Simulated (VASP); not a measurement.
# Ti2Al3Ru (P6/mmm) in VASP: single point with PBE

Aim: the single point of Ti2Al3Ru with PBE.

Program: VASP 6.6.1. These are calculated values, not measurements. Logs are shortened: lines on timing, memory, paths and dates and some standing lists are left out, and cuts for length are marked.

### Step 1. The cell of the first run

It takes space group P6/mmm (No. 191, hexagonal). The conventional cell has a = 3.624 Å, b = 3.624 Å, c = 7.434 Å, α = 90.00°, β = 90.00°, γ = 120.00°. Within 2.8 Å of Ti (site symmetry -6m2) lie 3 Al at 2.09 Å and 3 Ti at 2.09 Å. Al (site symmetry 6mm) has 1 Ru at 1.77 Å and 1 Al at 1.95 Å within 2.3 Å. Al (site symmetry 6/mmm) has 2 Al at 1.95 Å and 6 Ti at 2.09 Å within 2.6 Å. Within 2.3 Å of Ru (site symmetry 6/mmm) lie 2 Al at 1.77 Å.

### Step 2. Single point, PBE

INCAR

```
  PREC = Accurate
  ENCUT = 520
  EDIFF = 1E-7
  ISMEAR = 0
  SIGMA = 0.1
  LREAL = False
  LASPH = True
  NELM = 60
  ALGO = Normal
  ISIF = 2
  LWAVE = False
  LCHARG = False
  GGA = PE
  NBANDS = 32
```

KPOINTS

```
regular mesh
0
Gamma
  6 6 4
```

POSCAR

```
Ti2Al3Ru
1.0
    3.6239555200      0.0000000000      0.0000000000
   -1.8119777600      3.1384375500      0.0000000000
    0.0000000000      0.0000000000      7.4343590800
Ti Al Ru
2 3 1
Direct
    0.3333333300      0.6666666700      0.0000000000
    0.6666666700      0.3333333300      0.0000000000
    0.0000000000      0.0000000000      0.7378271100
    0.0000000000      0.0000000000      0.2621728900
    0.0000000000      0.0000000000      0.0000000000
    0.0000000000      0.0000000000      0.5000000000
```

Potentials or basis: VASP PAW PBE potentials, release 64 (Ti_sv, Al, Ru_pv).

Command:

```sh
$ cat potpaw_PBE.64/Ti_sv/POTCAR potpaw_PBE.64/Al/POTCAR potpaw_PBE.64/Ru_pv/POTCAR > POTCAR
$ mpirun -np 1 vasp_std > vasp.out
```

OUTCAR:

```text
PREC = Accurate
   ENCUT = 520
   EDIFF = 1E-7
   ISMEAR = 0
   LREAL = False
   LASPH = True
   NELM = 60
   ISIF = 2
   GGA = PE

 ion  position               nearest neighbor table
   1  0.333  0.667  0.000-   5 2.09   2 2.09   2 2.09   5 2.09   5 2.09   2 2.09   4 2.86   3 2.86
                             3 2.86   4 2.86   3 2.86   4 2.86
   2  0.667  0.333  0.000-   1 2.09   5 2.09   1 2.09   5 2.09   5 2.09   1 2.09   4 2.86   3 2.86
                             4 2.86   3 2.86   4 2.86   3 2.86
   3  0.000  0.000  0.738-   6 1.77   5 1.95   1 2.86   2 2.86   2 2.86   1 2.86   2 2.86   1 2.86

   4  0.000  0.000  0.262-   6 1.77   5 1.95   1 2.86   2 2.86   2 2.86   1 2.86   2 2.86   1 2.86

   5  0.000  0.000  0.000-   3 1.95   4 1.95   1 2.09   2 2.09   2 2.09   1 2.09   2 2.09   1 2.09

   6  0.000  0.000  0.500-   3 1.77   4 1.77

  LATTYP: Found a hexagonal cell.
 ALAT       =     3.6239555200
 C/A-ratio  =     2.0514487661

  Lattice vectors:

 A1 = (   3.6239555200,   0.0000000000,   0.0000000000)
 A2 = (  -1.8119777600,   3.1384375500,   0.0000000000)
 A3 = (   0.0000000000,   0.0000000000,   7.4343590800)

Analysis of symmetry for initial positions (statically):
=====================================================================
 Subroutine PRICEL returns:
 Original cell was already a primitive cell.

 Routine SETGRP: Setting up the symmetry group for a
 hexagonal supercell.

 Subroutine GETGRP returns: Found 24 space group operations
 (whereof 24 operations were pure point group operations)
 out of a pool of 24 trial point group operations.

The static configuration has the point symmetry D_6h.

Analysis of symmetry for dynamics (positions and initial velocities):
=====================================================================
 Subroutine PRICEL returns:
 Original cell was already a primitive cell.

 Routine SETGRP: Setting up the symmetry group for a
 hexagonal supercell.

 Subroutine GETGRP returns: Found 24 space group operations
 (whereof 24 operations were pure point group operations)
 out of a pool of 24 trial point group operations.

The dynamic configuration has the point symmetry D_6h.

 Subroutine INISYM returns: Found 24 space group operations
 (whereof 24 operations are pure point group operations),
 and found     1 'primitive' translations

----------------------------------------------------------------------------------------

                                     Primitive cell

  volume of cell :      84.5551

  direct lattice vectors                    reciprocal lattice vectors
     3.623955520  0.000000000  0.000000000     0.275941577  0.159314943  0.000000000
    -1.811977760  3.138437550  0.000000000     0.000000000  0.318629886  0.000000000
     0.000000000  0.000000000  7.434359080     0.000000000  0.000000000  0.134510586

  length of vectors
     3.623955520  3.623955526  7.434359080     0.318629887  0.318629886  0.134510586

  position of ions in fractional coordinates (direct lattice)
     0.333333330  0.666666670  0.000000000
     0.666666670  0.333333330  0.000000000
     0.000000000  0.000000000  0.737827110
     0.000000000  0.000000000  0.262172890
     0.000000000  0.000000000  0.000000000
     0.000000000  0.000000000  0.500000000

  ion indices of the primitive-cell ions
   primitive index   ion index
                 1           1
                 2           2
                 3           3
                 4           4
                 5           5
                 6           6

----------------------------------------------------------------------------------------

 KPOINTS: regular mesh

Automatic generation of k-mesh.
 Grid dimensions read from file:
 generate k-points for:    6    6    4

 Generating k-lattice:

  Cartesian coordinates                     Fractional coordinates (reciprocal lattice)
     0.045990263  0.026552491  0.000000000     0.166666667  0.000000000  0.000000000
     0.000000000  0.053104981  0.000000000     0.000000000  0.166666667  0.000000000
     0.000000000  0.000000000  0.033627647     0.000000000  0.000000000  0.250000000

  Length of vectors
     0.053104981  0.053104981  0.033627647

  Shift w.r.t. Gamma in fractional coordinates (k-lattice)
     0.000000000  0.000000000  0.000000000

 Subroutine IBZKPT returns following result:
 ===========================================

 Found     21 irreducible k-points:

 Following reciprocal coordinates:
            Coordinates               Weight
  0.000000  0.000000  0.000000      1.000000
  0.166667  0.000000  0.000000      6.000000
  0.333333 -0.000000  0.000000      6.000000
  0.500000  0.000000  0.000000      3.000000
  0.166667  0.166667  0.000000      6.000000
  0.333333  0.166667  0.000000     12.000000
[... 13 lines left out ...]
  0.333333  0.166667  0.500000     12.000000
  0.333333  0.333333  0.500000      2.000000
   k-points           NKPTS =     21   k-points in BZ     NKDIM =     21   number of bands    NBANDS=     32
   number of dos      NEDOS =    301   number of ions     NIONS =      6
   total plane-waves  NPLWV =  43904
   dimension x,y,z NGX =    28 NGY =   28 NGZ =   56
   dimension x,y,z NGXF=    56 NGYF=   56 NGZF=  112
   ions per type =               2   3   1
   NGX,Y,Z   is equivalent  to a cutoff of  12.84, 12.84, 12.52 a.u.
   NGXF,Y,Z  is equivalent  to a cutoff of  25.69, 25.69, 25.05 a.u.
 SYSTEM =  unknown system
   PREC   = accura    normal or accurate (medium, high low for compatibility)
   ISTART =      0    job   : 0-new  1-cont  2-samecut
   ICHARG =      2    charge: 1-file 2-atom 10-const
   ISPIN  =      1    spin polarized calculation?
   LNONCOLLINEAR =      F non collinear calculations
   LSORBIT =      F    spin-orbit coupling
   LASPH  =      T    aspherical Exc in radial PAW
   ENCUT  =  520.0 eV  38.22 Ry    6.18 a.u.   6.74  6.74 13.82*2*pi/ulx,y,z
   NELM   =     60;   NELMIN=  2; NELMDL= -5     # of ELM steps
   EDIFF  = 0.1E-06   stopping-criterion for ELM
   LREAL  =      F    real-space projection
   EDIFFG = 0.1E-05   stopping-criterion for IOM
   NSW    =      0    number of steps for IOM
   IBRION =     -1    ionic relax: 0-MD 1-quasi-New 2-CG
   NFREE  =      0    steps in history (QN), initial steepest desc. (CG)
   ISIF   =      2    stress and relaxation
   ISYM   =      2    0-nonsym 1-usesym 2-fastsym
   POTIM  = 0.5000    time-step for ionic-motion
   TEBEG  =    0.0;   TEEND  =   0.0 temperature during run
   PSTRESS=    0.0 pullay stress
   NELECT =      47.0000    total number of electrons
   NUPDOWN=      -1.0000    fix difference up-down
   EMIN   =  10.00;   EMAX   =-10.00  energy-range for DOS
   EFERMI =   0.00;   METHOD = LEGACY
   ISMEAR =     0;   SIGMA  =   0.10  broadening in eV -4-tet -1-fermi 0-gaus
   EFERMI_NEDOS =   21; number of points for ismear=-14 and -15
   IALGO  =     38    algorithm
   IMIX   =      4    mixing-type and parameters
     AMIX     =   0.40;   BMIX     =  1.00
     AMIX_MAG =   1.60;   BMIX_MAG =  1.00
  volume/ion in A,a.u.               =      14.09        95.10
  Fermi-wavevector in a.u.,A,eV,Ry     =   1.346049  2.543663 24.651682  1.811848
  Thomas-Fermi vector in A             =   2.473912
   LORBIT       =      0    0 simple, 1 ext, 2 COOP (PROOUT), +10 PAW based schemes
   GGA     = PE    functional components
   LHFCALC =     F    Hartree Fock is set to
   AEXX    =    0.0000 exact exchange contribution
   IVDW    =     0    specifies the selected vdW correction
   LEPSILON=     F    determine dielectric tensor
   LRPA    =     F    only Hartree local field effects (RPA)
 non-spin polarized calculation
 Gauss-broadening in eV      SIGMA  =   0.10
  energy-cutoff  :      520.00
  volume of cell :       84.56
 maximum number of plane-waves:      2298
 NGX is ok and might be reduce to    28
   NGX = 13   NGY = 13   NGZ = 27

 number of electron      46.9999987 magnetization

 Free energy of the ion-electron system (eV)
  ---------------------------------------------------
  ext. energy  EPLUGINS =         0.00000000
  ---------------------------------------------------
  free energy    TOTEN  =       -10.80796317 eV

  energy without entropy =      -10.77472097  energy(sigma->0) =      -10.79134207

 E-fermi :   9.1938     XC(G=0): -11.3264

 val. band max:        9.1839717728   @ k =   0.3333  -0.0000   0.5000
 cond. band min:       9.2148964393   @ k =   0.3333   0.1667   0.0000
 fundamental gap:      0.0309246665
 Fermi energy:         9.1938141765

 k-point     1 :       0.0000    0.0000    0.0000
  band No.  band energies     occupation
      1     -47.0288      2.00000
      2     -45.3114      2.00000
      3     -33.4262      2.00000
      4     -32.1723      2.00000
      5     -32.1723      2.00000
      6     -24.5058      2.00000
[... 24 lines left out ...]
     31      15.4125      0.00000
     32      15.4125      0.00000

 k-point     2 :       0.1667    0.0000    0.0000
  band No.  band energies     occupation
      1     -46.9357      2.00000
      2     -45.4249      2.00000
      3     -33.4254      2.00000
      4     -32.1796      2.00000
      5     -32.1742      2.00000
      6     -24.5992      2.00000
[... 24 lines left out ...]
     31      14.2538      0.00000
     32      14.4415      0.00000
[... 628 lines left out ...]
     31      13.2892      0.00000
     32      14.0127      0.00000

 k-point    21 :       0.3333    0.3333    0.5000
  band No.  band energies     occupation
      1     -46.2145      2.00000
      2     -46.2145      2.00000
      3     -33.4225      2.00000
      4     -32.1932      2.00000
      5     -32.1932      2.00000
      6     -25.0946      2.00000
[... 24 lines left out ...]
     31      12.7458      0.00000
     32      13.0548      0.00000

------------------------ aborting loop because EDIFF is reached ----------------------------------------

  FORCE on cell =-STRESS in cart. coord.  units (eV):
  Direction    XX          YY          ZZ          XY          YZ          ZX
  --------------------------------------------------------------------------------------
  -------------------------------------------------------------------------------------
  Total       39.4208174     39.4208175     93.4898211      0.0000000      0.0000000      0.0000000
  in kB      746.9582419    746.9582455   1771.4749998      0.0000000      0.0000000      0.0000000
  external PRESSURE =    1088.4638291 kB  Pullay stress =       0.0000000 kB

 VOLUME and BASIS-vectors are now :
 -----------------------------------------------------------------------------
  energy-cutoff  :      520.00
  volume of cell :       84.56
      direct lattice vectors                 reciprocal lattice vectors
     3.623955520  0.000000000  0.000000000     0.275941577  0.159314943  0.000000000
    -1.811977760  3.138437550  0.000000000     0.000000000  0.318629886  0.000000000
     0.000000000  0.000000000  7.434359080     0.000000000  0.000000000  0.134510586

 POSITION                                       TOTAL-FORCE (eV/Angst)
 -----------------------------------------------------------------------------------
     -0.00000      2.09229      0.00000        -0.000000      0.000000     -0.000000
      1.81198      1.04615      0.00000         0.000000     -0.000000     -0.000000
      0.00000      0.00000      5.48527        -0.000000      0.000000      8.489049
      0.00000      0.00000      1.94909        -0.000000     -0.000000     -8.489049
      0.00000      0.00000      0.00000        -0.000000     -0.000000     -0.000000
      0.00000      0.00000      3.71718        -0.000000     -0.000000     -0.000000
 -----------------------------------------------------------------------------------
    total drift:                                0.000000      0.000000     -0.000000

  FREE ENERGIE OF THE ION-ELECTRON SYSTEM (eV)
  ---------------------------------------------------
  free  energy   TOTEN  =       -10.8079631711 eV

  energy  without entropy=      -10.7747209728  energy(sigma->0) =      -10.79134207
```

Wall time 1.8 min (1 thread of Intel Xeon 6975P-C, shared host); peak memory 0.22 GiB.

Results:

```
Free energy   : -10.8080 eV
Pressure      : 108.8 GPa
Largest force : 8.489 eV/Å
```

Forces in eV/Å, atoms in the order of the input:
```
Ti   0.000  0.000  0.000
Ti   0.000  0.000  0.000
Al   0.000  0.000  8.489
Al   0.000  0.000 -8.489
Al   0.000  0.000  0.000
Ru   0.000  0.000  0.000
```

Stress tensor (GPa, compression positive):
```
 74.70   0.00   0.00
  0.00  74.70   0.00
  0.00   0.00 177.15
```

Caveat: forces of over 1 eV/Å act on the atoms, so gaps and moduli don't describe the material at rest.
